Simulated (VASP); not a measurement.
CaZn: single point with LDA

The system is CaZn.

```xyz
2
Lattice="3.4335 0.0000 0.0000 0.0000 3.4335 0.0000 0.0000 0.0000 4.1203" Properties=species:S:1:pos:R:3 pbc="T T T"
Ca    0.0000    0.0000    0.0000
Zn    1.7168    1.7168    2.0601
```

This cell differs from its parent crystal: ratio of the length along z to the lengths across it x 1.2, volume and fractional coordinates fixed.

| Item | Value |
| --- | --- |
| Program | VASP 6.6.1 |
| Task | single point |
| Functional | LDA |
| Potentials or basis | VASP PAW LDA potentials, release 64 (Ca_sv, Zn) |
| Cutoff | 520 eV |
| k mesh | 14 × 14 × 14 |
| Occupations | gaussian, width 0.15 eV |
| Spin | no spin polarisation |
| Dipole correction | no |
| Further INCAR settings | ALGO = Fast; EDIFF = 1e-06; NBANDS = 18 |

The pressure is -2.9 GPa. The band gap on the k mesh is zero (bands 11 and 12 overlap by 1.82 eV).

Stress tensor (GPa, compression positive):
```
-1.43  0.00  0.00
 0.00 -1.43  0.00
 0.00  0.00 -5.91
```

Levels at points of the mesh, in eV from the Fermi level:
```
           k point  band 9  band 10  band 11  band 12  band 13  band 14
(0.00, 0.00, 0.00)   -6.93    -6.51     1.01     1.42     2.39     4.47
(0.50, 0.00, 0.00)   -6.97    -3.72    -2.44     1.11     1.91     3.08
(0.50, 0.50, 0.00)   -6.83    -2.58     0.28     0.28     1.83     2.90
(0.00, 0.00, 0.50)   -6.93    -4.84    -3.00     1.60     3.10     3.10
(0.50, 0.00, 0.50)   -6.91    -3.47    -0.62    -0.16     0.92     3.68
(0.50, 0.50, 0.50)   -6.83    -0.76    -0.57    -0.57    -0.38     4.80
```

Wall time 2.5 min on 1 thread of AMD EPYC 9R45 96-Core Processor (Zen 5) (shared host), peak memory 0.32 GiB.
